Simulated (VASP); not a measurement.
# C (R-3m) in VASP: further runs

C is run at these levels: PBEsol; tasks: single point, relaxation of cell and atoms.

Program: VASP 6.6.1. These are calculated values, not measurements. Logs are shortened: lines on timing, memory, paths and dates and some standing lists are left out, and cuts for length are marked.

**1. The cell of the first run**

Symmetry: R-3m, No. 166, trigonal system. Conventional cell: a = 3.051 Å, b = 3.051 Å, c = 8.486 Å, α = 90.00°, β = 90.00°, γ = 120.00°. C (site symmetry 3m) has 6 C at 2.04 to 2.52 Å within 2.7 Å.

**2. Single point, PBEsol**

INCAR

```
SYSTEM = C
PREC = Accurate
ENCUT = 520
EDIFF = 1E-6
ISMEAR = 0
SIGMA = 0.1
LREAL = .False.
LASPH = .True.
NELM = 80
ALGO = Normal
ISIF = 2
LWAVE = .False.
LCHARG = .False.
GGA = PS
NBANDS = 11
```

KPOINTS

```
Automatic mesh
0
Gamma
  9 9 9
  0 0 0
```

POSCAR

```
C
1.0
    1.5254665541      0.8807285256      2.8287948316
   -1.5254665541      0.8807285256      2.8287948316
    0.0000000000     -1.7614570513      2.8287948316
C
2
Direct
    0.2275400000      0.2275400000      0.2275400000
    0.7724600000      0.7724600000      0.7724600000
```

Potentials or basis: VASP PAW PBE potentials, release 64 (C).

Started as:

```bash
$ cat potpaw_PBE.64/C/POTCAR > POTCAR
$ mpirun -np 1 vasp_std > vasp.out
```

OUTCAR:

```text
SYSTEM = C
   PREC = Accurate
   ENCUT = 520
   EDIFF = 1E-6
   ISMEAR = 0
   LREAL = .False.
   LASPH = .True.
   NELM = 80
   ISIF = 2
   GGA = PS

 ion  position               nearest neighbor table
   1  0.228  0.228  0.228-   2 2.04   2 2.04   2 2.04
   2  0.772  0.772  0.772-   1 2.04   1 2.04   1 2.04

  LATTYP: Found a trigonal (rhomboedric) cell.
 ALAT       =     3.3323882041
 COS(alpha) =     0.5808936905

  Lattice vectors:

 A1 = (   1.5254665541,   0.8807285256,   2.8287948316)
 A2 = (  -1.5254665541,   0.8807285256,   2.8287948316)
 A3 = (   0.0000000000,  -1.7614570513,   2.8287948316)

Analysis of symmetry for initial positions (statically):
=====================================================================
 Subroutine PRICEL returns:
 Original cell was already a primitive cell.

 Routine SETGRP: Setting up the symmetry group for a
 trigonal (rhombohedral) supercell.

 Subroutine GETGRP returns: Found 12 space group operations
 (whereof 12 operations were pure point group operations)
 out of a pool of 12 trial point group operations.

The static configuration has the point symmetry D_3d.

Analysis of symmetry for dynamics (positions and initial velocities):
=====================================================================
 Subroutine PRICEL returns:
 Original cell was already a primitive cell.

 Routine SETGRP: Setting up the symmetry group for a
 trigonal (rhombohedral) supercell.

 Subroutine GETGRP returns: Found 12 space group operations
 (whereof 12 operations were pure point group operations)
 out of a pool of 12 trial point group operations.

The dynamic configuration has the point symmetry D_3d.

 Subroutine INISYM returns: Found 12 space group operations
 (whereof 12 operations are pure point group operations),
 and found     1 'primitive' translations

----------------------------------------------------------------------------------------

                                     Primitive cell

  volume of cell :      22.8033

  direct lattice vectors                    reciprocal lattice vectors
     1.525466554  0.880728526  2.828794832     0.327768576  0.189237276  0.117835811
    -1.525466554  0.880728526  2.828794832    -0.327768576  0.189237276  0.117835811
     0.000000000 -1.761457051  2.828794832     0.000000000 -0.378474551  0.117835811

  length of vectors
     3.332388204  3.332388204  3.332388204     0.396394077  0.396394077  0.396394077

  position of ions in fractional coordinates (direct lattice)
     0.227540000  0.227540000  0.227540000
     0.772460000  0.772460000  0.772460000

  ion indices of the primitive-cell ions
   primitive index   ion index
                 1           1
                 2           2

----------------------------------------------------------------------------------------

 KPOINTS: Automatic mesh

Automatic generation of k-mesh.
 Grid dimensions read from file:
 generate k-points for:    9    9    9

 Generating k-lattice:

  Cartesian coordinates                     Fractional coordinates (reciprocal lattice)
     0.036418731  0.021026364  0.013092868     0.111111111  0.000000000  0.000000000
    -0.036418731  0.021026364  0.013092868     0.000000000  0.111111111  0.000000000
     0.000000000 -0.042052728  0.013092868     0.000000000  0.000000000  0.111111111

  Length of vectors
     0.044043786  0.044043786  0.044043786

  Shift w.r.t. Gamma in fractional coordinates (k-lattice)
     0.000000000  0.000000000  0.000000000

 Subroutine IBZKPT returns following result:
 ===========================================

 Found     85 irreducible k-points:

 Following reciprocal coordinates:
            Coordinates               Weight
  0.000000  0.000000  0.000000      1.000000
  0.111111  0.000000  0.000000      6.000000
  0.222222  0.000000  0.000000      6.000000
  0.333333  0.000000  0.000000      6.000000
  0.444444  0.000000  0.000000      6.000000
  0.111111  0.111111  0.000000      6.000000
[... 16 lines left out ...]
 -0.333333  0.333333  0.000000      6.000000
  0.444444  0.444444  0.000000      6.000000
 [... further k-points ...]
   k-points           NKPTS =     85   k-points in BZ     NKDIM =     85   number of bands    NBANDS=     11
   number of dos      NEDOS =    301   number of ions     NIONS =      2
   total plane-waves  NPLWV =  21952
   dimension x,y,z NGX =    28 NGY =   28 NGZ =   28
   dimension x,y,z NGXF=    56 NGYF=   56 NGZF=   56
   ions per type =               2
   NGX,Y,Z   is equivalent  to a cutoff of  13.97, 13.97, 13.97 a.u.
   NGXF,Y,Z  is equivalent  to a cutoff of  27.94, 27.94, 27.94 a.u.
 SYSTEM =  C
   PREC   = accura    normal or accurate (medium, high low for compatibility)
   ISTART =      0    job   : 0-new  1-cont  2-samecut
   ICHARG =      2    charge: 1-file 2-atom 10-const
   ISPIN  =      1    spin polarized calculation?
   LNONCOLLINEAR =      F non collinear calculations
   LSORBIT =      F    spin-orbit coupling
   LASPH  =      T    aspherical Exc in radial PAW
   ENCUT  =  520.0 eV  38.22 Ry    6.18 a.u.   6.20  6.20  6.20*2*pi/ulx,y,z
   NELM   =     80;   NELMIN=  2; NELMDL= -5     # of ELM steps
   EDIFF  = 0.1E-05   stopping-criterion for ELM
   LREAL  =      F    real-space projection
   EDIFFG = 0.1E-04   stopping-criterion for IOM
   NSW    =      0    number of steps for IOM
   IBRION =     -1    ionic relax: 0-MD 1-quasi-New 2-CG
   NFREE  =      0    steps in history (QN), initial steepest desc. (CG)
   ISIF   =      2    stress and relaxation
   ISYM   =      2    0-nonsym 1-usesym 2-fastsym
   POTIM  = 0.5000    time-step for ionic-motion
   TEBEG  =    0.0;   TEEND  =   0.0 temperature during run
   PSTRESS=    0.0 pullay stress
   NELECT =       8.0000    total number of electrons
   NUPDOWN=      -1.0000    fix difference up-down
   EMIN   =  10.00;   EMAX   =-10.00  energy-range for DOS
   EFERMI =   0.00;   METHOD = LEGACY
   ISMEAR =     0;   SIGMA  =   0.10  broadening in eV -4-tet -1-fermi 0-gaus
   EFERMI_NEDOS =   21; number of points for ismear=-14 and -15
   IALGO  =     38    algorithm
   IMIX   =      4    mixing-type and parameters
     AMIX     =   0.40;   BMIX     =  1.00
     AMIX_MAG =   1.60;   BMIX_MAG =  1.00
  volume/ion in A,a.u.               =      11.40        76.94
  Fermi-wavevector in a.u.,A,eV,Ry     =   1.154620  2.181915 18.138565  1.333147
  Thomas-Fermi vector in A             =   2.291255
   LORBIT       =      0    0 simple, 1 ext, 2 COOP (PROOUT), +10 PAW based schemes
   GGA     = PS    functional components
   LHFCALC =     F    Hartree Fock is set to
   AEXX    =    0.0000 exact exchange contribution
   IVDW    =     0    specifies the selected vdW correction
   LEPSILON=     F    determine dielectric tensor
   LRPA    =     F    only Hartree local field effects (RPA)
 non-spin polarized calculation
 Gauss-broadening in eV      SIGMA  =   0.10
  energy-cutoff  :      520.00
  volume of cell :       22.80
 maximum number of plane-waves:       632
 NGX is ok and might be reduce to    28

 number of electron       8.0000000 magnetization

 Free energy of the ion-electron system (eV)
  ---------------------------------------------------
  ext. energy  EPLUGINS =         0.00000000
  ---------------------------------------------------
  free energy    TOTEN  =       -10.96668731 eV

  energy without entropy =      -10.96061447  energy(sigma->0) =      -10.96365089

 E-fermi :   1.7799     XC(G=0): -10.5765

 val. band max:        1.7516191829   @ k =  -0.4444  -0.4444   0.2222
 cond. band min:       1.8125165186   @ k =   0.4444   0.2222   0.0000
 fundamental gap:      0.0608973357
 Fermi energy:         1.7798710173

 k-point     1 :       0.0000    0.0000    0.0000
  band No.  band energies     occupation
      1     -11.8686      2.00000
      2       0.4645      2.00000
      3       1.5782      1.99565
      4       2.1930      0.00000
      5       2.1930      0.00000
      6       6.8045      0.00000
      7       7.1622      0.00000
      8       7.1622      0.00000
      9      17.0818      0.00000
     10      18.3679      0.00000
     11      18.3679      0.00000

 k-point     2 :       0.1111    0.0000    0.0000
  band No.  band energies     occupation
      1     -11.6430      2.00000
      2      -0.4668      2.00000
      3       1.6595      1.91136
      4       2.1036      0.00000
      5       2.4576      0.00000
      6       6.8338      0.00000
      7       7.0209      0.00000
      8       7.0248      0.00000
      9      16.5705      0.00000
     10      17.3082      0.00000
     11      18.5968      0.00000

 k-point     3 :       0.2222    0.0000    0.0000
  band No.  band energies     occupation
      1     -10.9730      2.00000
      2      -2.2852      2.00000
      3       1.5470      1.99901
      4       1.8974      0.09653
      5       3.0238      0.00000
      6       6.3786      0.00000
      7       6.6469      0.00000
      8       6.8569      0.00000
      9      15.6782      0.00000
     10      17.7125      0.00000
     11      19.5263      0.00000

 k-point     4 :       0.3333    0.0000    0.0000
  band No.  band energies     occupation
      1      -9.8843      2.00000
      2      -4.3651      2.00000
      3       1.5177      1.99979
      4       1.6926      1.78296
      5       3.5411      0.00000
      6       5.8093      0.00000
      7       6.2106      0.00000
      8       6.2775      0.00000
      9      15.9842      0.00000
     10      19.0606      0.00000
     11      19.6225      0.00000
[... 239 lines left out ...]
 k-point    22 :      -0.4444    0.3333    0.0000
  band No.  band energies     occupation
      1      -7.4587      2.00000
      2      -5.3669      2.00000
      3      -2.2724      2.00000
      4       0.2593      2.00000
      5       0.8766      2.00000
      6       7.7727      0.00000
      7       7.9271      0.00000
      8       9.3928      0.00000
      9      14.0201      0.00000
     10      18.8112      0.00000
     11      22.9288      0.00000

 k-point    23 :      -0.3333    0.3333    0.0000
  band No.  band energies     occupation
      1      -6.8142      2.00000
      2      -6.4041      2.00000
      3      -2.2236      2.00000
      4       0.9012      2.00000
      5       1.3504      2.00000
      6       7.1791      0.00000
      7       7.2558      0.00000
      8       9.2528      0.00000
      9      15.5894      0.00000
     10      17.5312      0.00000
     11      22.1222      0.00000

 k-point    24 :       0.4444    0.4444    0.0000
  band No.  band energies     occupation
      1      -8.0230      2.00000
      2      -4.4595      2.00000
      3      -1.7188      2.00000
      4      -0.1678      2.00000
      5       0.0173      2.00000
      6       7.5662      0.00000
      7       8.7203      0.00000
      8       9.7101      0.00000
      9      13.0640      0.00000
     10      20.2936      0.00000
     11      22.8338      0.00000

 [... further k-points ...]

------------------------ aborting loop because EDIFF is reached ----------------------------------------

  FORCE on cell =-STRESS in cart. coord.  units (eV):
  Direction    XX          YY          ZZ          XY          YZ          ZX
  --------------------------------------------------------------------------------------
  -------------------------------------------------------------------------------------
  Total       -7.4541270     -7.4541270     -7.7903713      0.0000000      0.0000000      0.0000000
  in kB     -523.7329714   -523.7329713   -547.3577663      0.0000000      0.0000000      0.0000000
  external PRESSURE =    -531.6079030 kB  Pullay stress =       0.0000000 kB

 VOLUME and BASIS-vectors are now :
 -----------------------------------------------------------------------------
  energy-cutoff  :      520.00
  volume of cell :       22.80
      direct lattice vectors                 reciprocal lattice vectors
     1.525466554  0.880728526  2.828794832     0.327768576  0.189237276  0.117835811
    -1.525466554  0.880728526  2.828794832    -0.327768576  0.189237276  0.117835811
     0.000000000 -1.761457051  2.828794832     0.000000000 -0.378474551  0.117835811

 POSITION                                       TOTAL-FORCE (eV/Angst)
 -----------------------------------------------------------------------------------
      0.00000     -0.00000      1.93099         0.000000      0.000000     -3.956854
      0.00000     -0.00000      6.55539         0.000000     -0.000000      3.956854
 -----------------------------------------------------------------------------------
    total drift:                               -0.000000      0.000000     -0.000000

  FREE ENERGIE OF THE ION-ELECTRON SYSTEM (eV)
  ---------------------------------------------------
  free  energy   TOTEN  =       -10.9666873117 eV

  energy  without entropy=      -10.9606144669  energy(sigma->0) =      -10.96365089
```

It took 8.3 s on 1 thread of Intel Xeon 6975P-C (Granite Rapids), shared host; peak memory 0.15 GiB.

Results:

* Free energy: -10.9667 eV
* Pressure: -53.2 GPa
* Largest force: 3.957 eV/Å
* Band gap on the k mesh: zero (band 4 reaches 2.61 eV, above the bottom of band 5 at 0.02 eV)

Forces in eV/Å, atoms in the order of the input:
```
C    0.000  0.000 -3.957
C    0.000  0.000  3.957
```

Levels at points of the mesh, in eV from the Fermi level:
| k point | band 1 | band 2 | band 3 | band 4 | band 5 | band 6 | band 7 | band 8 | band 9 |
| --- | --- | --- | --- | --- | --- | --- | --- | --- | --- |
| (0.00, 0.00, 0.00) | -13.65 | -1.32 | -0.20 | 0.41 | 0.41 | 5.02 | 5.38 | 5.38 | 15.30 |

Caveat: the PAW data sets were made with another functional, which shifts forces and pressure a little.

**3. Relaxation of cell and atoms, PBEsol**

INCAR

```
SYSTEM = C
PREC = Accurate
ENCUT = 600
EDIFF = 1E-7
ISMEAR = 0
SIGMA = 0.1
LREAL = .False.
LASPH = .True.
NELM = 60
ALGO = Normal
ISIF = 3
LWAVE = .False.
LCHARG = .False.
GGA = PS
IBRION = 2
NSW = 90
EDIFFG = -0.04
```

KPOINTS

```
Automatic mesh
0
Gamma
  6 6 6
  0 0 0
```

POSCAR is that of step 2.

Potentials or basis: VASP PAW PBE potentials, release 64 (C).

Started as:

```bash
$ cat potpaw_PBE.64/C/POTCAR > POTCAR
$ mpirun -np 1 vasp_std > vasp.out
```

Wall time 43 s (1 thread of Intel Xeon 6975P-C (Granite Rapids), shared host); peak memory 0.15 GiB.

It converged, with:

| Quantity | Value |
| --- | --- |
| Free energy | -19.2641 eV |
| Relaxed volume | 5.61 Å³/atom |
| Relaxed cell | a = 2.513 Å, b = 2.513 Å, c = 2.513 Å, α = 60.04°, β = 60.04°, γ = 60.04° |
| Space group after relaxing (to 0.05 Å) | Fd-3m (No. 227) |
| Energy gained by relaxing | 4125.7 meV/atom |
| Ionic steps | 20 |
| Pressure after relaxing | 0.5 GPa |
| Largest force after relaxing | 0.011 eV/Å |
| Band gap on the k mesh | 4.06 eV, indirect (least direct gap 5.56 eV) |

Forces on the atoms (eV/Å):
```
C    0.000  0.000  0.011
C    0.000  0.000 -0.011
```

Stress tensor (GPa, compression positive):
```
0.14 0.00 0.00
0.00 0.14 0.00
0.00 0.00 1.10
```

The path:
```csv
step,energy change (eV),largest force (eV/Å),pressure (GPa),volume (Å³)
1,0.0000,3.8932,-53.65,22.80
2,-5.4594,5.9347,-9.41,12.38
3,-5.6189,4.5119,65.42,10.70
4,-5.6583,4.8618,45.18,11.05
5,-6.9948,1.7460,100.15,10.44
6,-7.4825,2.3900,74.16,10.22
7,-4.0550,19.4983,133.16,9.81
8,-7.5444,1.7191,70.47,10.19
9,-7.5605,0.8275,63.75,10.11
10,-7.5799,0.4928,66.32,10.15
11,-1.6436,36.5389,127.73,12.52
12,-7.9729,3.2021,20.81,10.77
13,-7.9764,2.6990,23.58,10.72
14,-8.0034,3.3655,-13.66,11.64
15,-8.2364,0.5997,2.92,11.18
16,-8.2364,0.6619,2.55,11.19
17,-8.2404,0.6560,-3.70,11.34
18,-8.2513,0.0052,-1.37,11.27
19,-8.2513,0.0198,-1.43,11.28
20,-8.2514,0.0112,0.46,11.23
```

Final structure:
```
C
1.0
     1.25708    0.72577    2.05117
    -1.25708    0.72577    2.05117
     0.00000   -1.45155    2.05117
C
2
Direct
  0.12498 0.12498 0.12498
  0.87502 0.87502 0.87502
```

Levels at points of the mesh, in eV from the valence-band top:
```tsv
k point	band 1	band 2	band 3	band 4	band 5	band 6	band 7	band 8
(0.00, 0.00, 0.00)	-21.66	-0.01	0.00	0.00	5.56	5.56	5.59	13.60
(0.50, 0.00, 0.00)	-15.77	-13.58	-2.84	-2.83	8.41	8.44	8.98	15.58
(0.50, 0.50, 0.00)	-12.85	-12.85	-6.41	-6.40	4.61	4.63	16.94	16.94
(0.50, 0.50, 0.50)	-15.76	-13.58	-2.85	-2.85	8.42	8.42	8.96	15.58
```

Caveat: the volume moved by over 15 % at a fixed basis, so the end points are rough; the PAW data sets were made with another functional, which shifts forces and pressure a little.

**4. Single point, PBEsol**

This run uses another cell than the first one: it holds 3 atoms, not 2.

INCAR

```
  PREC = Accurate
  ENCUT = 520
  EDIFF = 1E-7
  ISMEAR = 0
  SIGMA = 0.1
  LREAL = F
  LASPH = T
  NELM = 100
  ALGO = Normal
  ISIF = 2
  LWAVE = F
  LCHARG = F
  GGA = PS
  NBANDS = 13
```

KPOINTS

```
regular mesh
0
Gamma
  9 9 9
```

POSCAR

```
C
1.0
    1.2331659283      0.7119686806      3.6259096702
   -1.2331659283      0.7119686806      3.6259096702
    0.0000000000     -1.4239373613      3.6259096702
C
3
Direct
    0.0000000000      0.0000000000      0.0000000000
    0.2504000455      0.2504000455      0.2504000455
    0.7495999545      0.7495999545      0.7495999545
```

Started as:

```bash
$ cat potpaw_PBE.64/C/POTCAR > POTCAR
$ mpirun -np 1 vasp_std > vasp.out
```

Run time: 26 s. Hardware: 1 thread of Intel Xeon Platinum 8488C (Sapphire Rapids), shared host; peak memory 0.16 GiB.

Results (log left out):

| Quantity | Value |
| --- | --- |
| Free energy | -20.4455 eV |
| Pressure | 0.5 GPa |
| Largest force | 0.035 eV/Å |
| Band gap on the k mesh | zero (band 6 reaches 11.11 eV, above the bottom of band 7 at 6.91 eV) |

Forces on the atoms (eV/Å):
```
C    0.000  0.000  0.000
C    0.000  0.000 -0.035
C    0.000  0.000  0.035
```

Levels at points of the mesh, in eV from the Fermi level:
```
           k point  band 3  band 4  band 5  band 6  band 7  band 8  band 9  band 10
(0.00, 0.00, 0.00)   -8.94   -0.70   -0.70    1.88    1.88    5.14    8.04     8.04
```

Caveat: the PAW data sets were made with another functional, which shifts forces and pressure a little.

(Continued in part 2 of 2.)
